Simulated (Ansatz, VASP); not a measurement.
One calculation of NiO, two programs

```xyz
2
Lattice="2.5874 0.0000 0.0000 0.0000 2.5874 0.0000 0.0000 0.0000 2.5874" Properties=species:S:1:pos:R:3 pbc="T T T"
Ni    0.0000    0.0000    0.0000
O     1.2937    1.2937    1.2937
```

Alike in both runs: functional r2SCAN; k mesh 6 × 6 × 6; occupations gaussian, width 0.1 eV; collinear spin.

Ansatz relaxed the structure, and its values are those at the end. VASP's run is a single point on that final structure, the one shown.

|  | VASP | Ansatz |
| --- | --- | --- |
| version | VASP 6.6.1 | Ansatz 0.2.0 |
| potentials or method | VASP PAW PBE potentials, release 64 (Ni, O), cutoff 520 eV | scalar-relativistic, plane waves, PAW |
| valence electrons in the cell | 16 | 24 |

```tsv
	VASP	Ansatz	Ansatz less VASP
gap on the k mesh at the Fermi level (eV)	none	none	-
pressure (GPa)	0.2	-0.1	-0.23
net moment per atom (μB)	1.00	1.00	0.000
size of the moment on the site where the two differ most (μB)	1.48	1.52	+0.037
```

VASP's potentials were made for PBE, not for r2SCAN. Site moments also hang on the region over which each program counts them. A gap of «none» marks a metal or a gap that the smearing closes. VASP's potentials hold 16 valence electrons a cell and Ansatz's 24, so a difference there can come from the potentials and not from the codes.

The k mesh is coarse, so the values compare programs but aren't converged.
